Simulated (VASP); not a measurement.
# Os (Fd-3m) in VASP: notebook

Runs on Os. Level: PBEsol. Tasks: single point.

All numbers are computed with VASP 6.6.1; they aren't measurements. Logs are shortened: lines on timing, memory, paths and dates and some standing lists are left out, and cuts for length are marked.

**1. The cell of the first run**

It takes space group Fd-3m (No. 227, cubic). Conventional cell: a = 5.428 Å, b = 5.428 Å, c = 5.428 Å, α = 90.00°, β = 90.00°, γ = 90.00°. Within 3.1 Å of Os (site symmetry -43m) lie 4 Os at 2.35 Å.

This isn't the form of Os at room conditions, which is hcp.

**2. Single point, PBEsol (19.99 Å³/atom)**

File INCAR:

```
  ALGO = Normal
  EDIFF = 1E-6
  ENCUT = 520
  GGA = PS
  ISIF = 2
  ISMEAR = -1
  LASPH = T
  LCHARG = F
  LREAL = F
  LWAVE = F
  NBANDS = 15
  NELM = 100
  PREC = Accurate
  SIGMA = 0.1
```

File KPOINTS:

```
k-points
0
Gamma
  11 11 11
```

File POSCAR:

```
Os
1.0
    0.0000000000      2.7140215219      2.7140215219
    2.7140215219      0.0000000000      2.7140215219
    2.7140215219      2.7140215219      0.0000000000
Os
2
Direct
    0.1250000000      0.1250000000      0.1250000000
    0.8750000000      0.8750000000      0.8750000000
```

Potentials or basis: VASP PAW PBE potentials, release 64 (Os).

Command:

```
cat potpaw_PBE.64/Os/POTCAR > POTCAR
mpirun -np 1 vasp_std > vasp.out
```

OUTCAR:

```text
EDIFF = 1E-6
   ENCUT = 520
   GGA = PS
   ISIF = 2
   ISMEAR = -1
   LASPH = T
   LREAL = F
   NELM = 100
   PREC = Accurate

 ion  position               nearest neighbor table
   1  0.125  0.125  0.125-   2 2.35   2 2.35   2 2.35   2 2.35
   2  0.875  0.875  0.875-   1 2.35   1 2.35   1 2.35   1 2.35

  LATTYP: Found a face centered cubic cell.
 ALAT       =     5.4280430438

  Lattice vectors:

 A1 = (   0.0000000000,   2.7140215219,   2.7140215219)
 A2 = (   2.7140215219,   0.0000000000,   2.7140215219)
 A3 = (   2.7140215219,   2.7140215219,   0.0000000000)

Analysis of symmetry for initial positions (statically):
=====================================================================
 Subroutine PRICEL returns:
 Original cell was already a primitive cell.

 Routine SETGRP: Setting up the symmetry group for a
 face centered cubic supercell.

 Subroutine GETGRP returns: Found 48 space group operations
 (whereof 12 operations were pure point group operations)
 out of a pool of 48 trial point group operations.

The static configuration has the point symmetry D_3d.
 The point group associated with its full space group is O_h .

Analysis of symmetry for dynamics (positions and initial velocities):
=====================================================================
 Subroutine PRICEL returns:
 Original cell was already a primitive cell.

 Routine SETGRP: Setting up the symmetry group for a
 face centered cubic supercell.

 Subroutine GETGRP returns: Found 48 space group operations
 (whereof 12 operations were pure point group operations)
 out of a pool of 48 trial point group operations.

The dynamic configuration has the point symmetry D_3d.
 The point group associated with its full space group is O_h .

 Subroutine INISYM returns: Found 48 space group operations
 (whereof 12 operations are pure point group operations),
 and found     1 'primitive' translations

----------------------------------------------------------------------------------------

                                     Primitive cell

  volume of cell :      39.9825

  direct lattice vectors                    reciprocal lattice vectors
     0.000000000  2.714021522  2.714021522    -0.184228458  0.184228458  0.184228458
     2.714021522  0.000000000  2.714021522     0.184228458 -0.184228458  0.184228458
     2.714021522  2.714021522  0.000000000     0.184228458  0.184228458 -0.184228458

  length of vectors
     3.838206045  3.838206045  3.838206045     0.319093049  0.319093049  0.319093049

  position of ions in fractional coordinates (direct lattice)
     0.125000000  0.125000000  0.125000000
     0.875000000  0.875000000  0.875000000

  ion indices of the primitive-cell ions
   primitive index   ion index
                 1           1
                 2           2

----------------------------------------------------------------------------------------

 KPOINTS: k-points

Automatic generation of k-mesh.
 Grid dimensions read from file:
 generate k-points for:   11   11   11

 Generating k-lattice:

  Cartesian coordinates                     Fractional coordinates (reciprocal lattice)
    -0.016748042  0.016748042  0.016748042     0.090909091  0.000000000  0.000000000
     0.016748042 -0.016748042  0.016748042     0.000000000  0.090909091  0.000000000
     0.016748042  0.016748042 -0.016748042     0.000000000  0.000000000  0.090909091

  Length of vectors
     0.029008459  0.029008459  0.029008459

  Shift w.r.t. Gamma in fractional coordinates (k-lattice)
     0.000000000  0.000000000  0.000000000

 Subroutine IBZKPT returns following result:
 ===========================================

 Found     56 irreducible k-points:

 Following reciprocal coordinates:
            Coordinates               Weight
  0.000000  0.000000  0.000000      1.000000
  0.090909  0.000000  0.000000      8.000000
  0.181818  0.000000  0.000000      8.000000
  0.272727  0.000000  0.000000      8.000000
  0.363636  0.000000  0.000000      8.000000
  0.454545  0.000000  0.000000      8.000000
[... 16 lines left out ...]
 -0.272727  0.181818  0.000000     24.000000
 -0.181818  0.181818  0.000000     12.000000
 [... further k-points ...]
   k-points           NKPTS =     56   k-points in BZ     NKDIM =     56   number of bands    NBANDS=     15
   number of dos      NEDOS =    301   number of ions     NIONS =      2
   total plane-waves  NPLWV =  27000
   dimension x,y,z NGX =    30 NGY =   30 NGZ =   30
   dimension x,y,z NGXF=    60 NGYF=   60 NGZF=   60
   ions per type =               2
   NGX,Y,Z   is equivalent  to a cutoff of  12.99, 12.99, 12.99 a.u.
   NGXF,Y,Z  is equivalent  to a cutoff of  25.99, 25.99, 25.99 a.u.
 SYSTEM =  unknown system
   PREC   = accura    normal or accurate (medium, high low for compatibility)
   ISTART =      0    job   : 0-new  1-cont  2-samecut
   ICHARG =      2    charge: 1-file 2-atom 10-const
   ISPIN  =      1    spin polarized calculation?
   LNONCOLLINEAR =      F non collinear calculations
   LSORBIT =      F    spin-orbit coupling
   LASPH  =      T    aspherical Exc in radial PAW
   ENCUT  =  520.0 eV  38.22 Ry    6.18 a.u.   7.14  7.14  7.14*2*pi/ulx,y,z
   NELM   =    100;   NELMIN=  2; NELMDL= -5     # of ELM steps
   EDIFF  = 0.1E-05   stopping-criterion for ELM
   LREAL  =      F    real-space projection
   EDIFFG = 0.1E-04   stopping-criterion for IOM
   NSW    =      0    number of steps for IOM
   IBRION =     -1    ionic relax: 0-MD 1-quasi-New 2-CG
   NFREE  =      0    steps in history (QN), initial steepest desc. (CG)
   ISIF   =      2    stress and relaxation
   ISYM   =      2    0-nonsym 1-usesym 2-fastsym
   POTIM  = 0.5000    time-step for ionic-motion
   TEBEG  =    0.0;   TEEND  =   0.0 temperature during run
   PSTRESS=    0.0 pullay stress
   NELECT =      16.0000    total number of electrons
   NUPDOWN=      -1.0000    fix difference up-down
   EMIN   =  10.00;   EMAX   =-10.00  energy-range for DOS
   EFERMI =   0.00;   METHOD = LEGACY
   ISMEAR =    -1;   SIGMA  =   0.10  broadening in eV -4-tet -1-fermi 0-gaus
   EFERMI_NEDOS =   21; number of points for ismear=-14 and -15
   IALGO  =     38    algorithm
   IMIX   =      4    mixing-type and parameters
     AMIX     =   0.40;   BMIX     =  1.00
     AMIX_MAG =   1.60;   BMIX_MAG =  1.00
  volume/ion in A,a.u.               =      19.99       134.91
  Fermi-wavevector in a.u.,A,eV,Ry     =   1.206401  2.279767 19.801951  1.455402
  Thomas-Fermi vector in A             =   2.342069
   LORBIT       =      0    0 simple, 1 ext, 2 COOP (PROOUT), +10 PAW based schemes
   GGA     = PS    functional components
   LHFCALC =     F    Hartree Fock is set to
   AEXX    =    0.0000 exact exchange contribution
   IVDW    =     0    specifies the selected vdW correction
   LEPSILON=     F    determine dielectric tensor
   LRPA    =     F    only Hartree local field effects (RPA)
 non-spin polarized calculation
  energy-cutoff  :      520.00
  volume of cell :       39.98
 maximum number of plane-waves:      1086
 NGX is ok and might be reduce to    30
   NGX = 15   NGY = 15   NGZ = 15

 number of electron      16.0000002 magnetization

 Free energy of the ion-electron system (eV)
  ---------------------------------------------------
  ext. energy  EPLUGINS =         0.00000000
  ---------------------------------------------------
  free energy    TOTEN  =       -21.55641062 eV

  energy without entropy =      -21.50228154  energy(sigma->0) =      -21.52934608

 E-fermi :   4.9427     XC(G=0): -11.7341

 val. band max:        4.9371446581   @ k =   0.4545   0.2727   0.0000
 cond. band min:       4.9515493908   @ k =   0.4545   0.2727   0.0909
 fundamental gap:      0.0144047327
 Fermi energy:         4.9427455529

 k-point     1 :       0.0000    0.0000    0.0000
  band No.  band energies     occupation
      1      -3.0824      2.00000
      2       0.3709      2.00000
      3       0.3709      2.00000
      4       1.1433      2.00000
      5       1.1433      2.00000
      6       1.1433      2.00000
      7       4.3463      1.99487
      8       4.3463      1.99487
      9       4.3463      1.99487
     10       7.7959      0.00000
     11       7.7959      0.00000
     12      16.3585      0.00000
     13      16.6197      0.00000
     14      17.9372      0.00000
     15      17.9372      0.00000

 k-point     2 :       0.0909    0.0000    0.0000
  band No.  band energies     occupation
      1      -2.9196      2.00000
      2       0.2816      2.00000
      3       0.2816      2.00000
      4       1.1197      2.00000
      5       1.2990      2.00000
      6       1.2990      2.00000
      7       4.1517      1.99927
      8       4.3199      1.99606
      9       4.3199      1.99606
     10       7.7788      0.00000
     11       7.7788      0.00000
     12      15.8124      0.00000
     13      16.6598      0.00000
     14      17.9620      0.00000
     15      17.9620      0.00000

 k-point     3 :       0.1818    0.0000    0.0000
  band No.  band energies     occupation
      1      -2.4557      2.00000
      2       0.1764      2.00000
      3       0.1764      2.00000
      4       1.0614      2.00000
      5       1.5387      2.00000
      6       1.5387      2.00000
      7       3.6819      1.99999
      8       4.3174      1.99616
      9       4.3174      1.99616
     10       7.7122      0.00000
     11       7.7122      0.00000
     12      14.3610      0.00000
     13      15.6463      0.00000
     14      17.6002      0.00000
     15      17.6002      0.00000
[... 343 lines left out ...]
 k-point    23 :      -0.2727    0.1818    0.0000
  band No.  band energies     occupation
      1      -0.8755      2.00000
      2      -0.0662      2.00000
      3       0.3946      2.00000
      4       0.6798      2.00000
      5       1.2231      2.00000
      6       2.3507      2.00000
      7       3.5649      2.00000
      8       3.8165      1.99997
      9       5.5390      0.00513
     10       6.2064      0.00001
     11       8.0375      0.00000
     12      10.4500      0.00000
     13      12.3626      0.00000
     14      15.4747      0.00000
     15      15.9433      0.00000

 k-point    24 :      -0.1818    0.1818    0.0000
  band No.  band energies     occupation
      1      -1.5310      2.00000
      2      -0.1428      2.00000
      3       0.5426      2.00000
      4       0.7240      2.00000
      5       1.2949      2.00000
      6       2.2629      2.00000
      7       3.3973      2.00000
      8       3.7958      1.99998
      9       5.0969      0.35267
     10       6.7064      0.00000
     11       8.0904      0.00000
     12      12.5274      0.00000
     13      13.1175      0.00000
     14      15.8800      0.00000
     15      16.8950      0.00000

 [... further k-points ...]

------------------------ aborting loop because EDIFF is reached ----------------------------------------

  FORCE on cell =-STRESS in cart. coord.  units (eV):
  Direction    XX          YY          ZZ          XY          YZ          ZX
  --------------------------------------------------------------------------------------
  -------------------------------------------------------------------------------------
  Total        2.1745282      2.1745282      2.1745282     -0.0000000     -0.0000000      0.0000000
  in kB       87.1376350     87.1376350     87.1376350     -0.0000000     -0.0000000      0.0000000
  external PRESSURE =      87.1376350 kB  Pullay stress =       0.0000000 kB

 VOLUME and BASIS-vectors are now :
 -----------------------------------------------------------------------------
  energy-cutoff  :      520.00
  volume of cell :       39.98
      direct lattice vectors                 reciprocal lattice vectors
     0.000000000  2.714021522  2.714021522    -0.184228458  0.184228458  0.184228458
     2.714021522  0.000000000  2.714021522     0.184228458 -0.184228458  0.184228458
     2.714021522  2.714021522  0.000000000     0.184228458  0.184228458 -0.184228458

 POSITION                                       TOTAL-FORCE (eV/Angst)
 -----------------------------------------------------------------------------------
      0.67851      0.67851      0.67851        -0.000000     -0.000000     -0.000000
      4.74954      4.74954      4.74954         0.000000      0.000000      0.000000
 -----------------------------------------------------------------------------------
    total drift:                               -0.000000      0.000000      0.000000

  FREE ENERGIE OF THE ION-ELECTRON SYSTEM (eV)
  ---------------------------------------------------
  free  energy   TOTEN  =       -21.5564106173 eV

  energy  without entropy=      -21.5022815366  energy(sigma->0) =      -21.52934608
```

It took 72 s on 1 thread of Intel Xeon 8259CL, shared host; peak memory 0.19 GiB.

What came out:

```
Free energy            : -21.5564 eV
Pressure               : 8.7 GPa
Band gap on the k mesh : zero (bands 8 and 9 overlap by 1.12 eV)
```

Caveat: the cell stands under pressure; the PAW data sets were made with another functional, which shifts forces and pressure a little; spin-orbit coupling is left out, which moves the levels of the heavy elements.

**3. Single point, PBEsol (20.82 Å³/atom)**

This run uses another cell than the first one, of 20.82 Å³/atom.

File INCAR:

```
  PREC = Accurate
  ENCUT = 520
  EDIFF = 1E-6
  ISMEAR = -1
  SIGMA = 0.1
  LREAL = F
  LASPH = T
  NELM = 80
  ALGO = Normal
  ISIF = 2
  LWAVE = F
  LCHARG = F
  GGA = PS
  NBANDS = 15
```

File KPOINTS:

```
regular mesh
0
Gamma
  11 11 11
```

File POSCAR:

```
Os
1.0
    0.0000000000      2.7512045194      2.7512045194
    2.7512045194      0.0000000000      2.7512045194
    2.7512045194      2.7512045194      0.0000000000
Os
2
Direct
    0.1250000000      0.1250000000      0.1250000000
    0.8750000000      0.8750000000      0.8750000000
```

Potentials or basis: VASP PAW PBE potentials, release 64 (Os).

Command:

```
cat potpaw_PBE.64/Os/POTCAR > POTCAR
mpirun -np 1 vasp_std > vasp.out
```

Run time: 44 s. Hardware: 1 thread of Intel Xeon 8259CL, shared host; peak memory 0.18 GiB.

It converged, with:

* Free energy: -21.5950 eV
* Pressure: -1.1 GPa
* Band gap on the k mesh: zero (bands 8 and 9 overlap by 1.06 eV)

Levels at points of the mesh, in eV from the Fermi level:
```
           k point  band 6  band 7  band 8  band 9  band 10  band 11
(0.00, 0.00, 0.00)   -3.65   -0.57   -0.57   -0.57     2.66     2.66
```

Caveat: the PAW data sets were made with another functional, which shifts forces and pressure a little; spin-orbit coupling is left out, which moves the levels of the heavy elements.
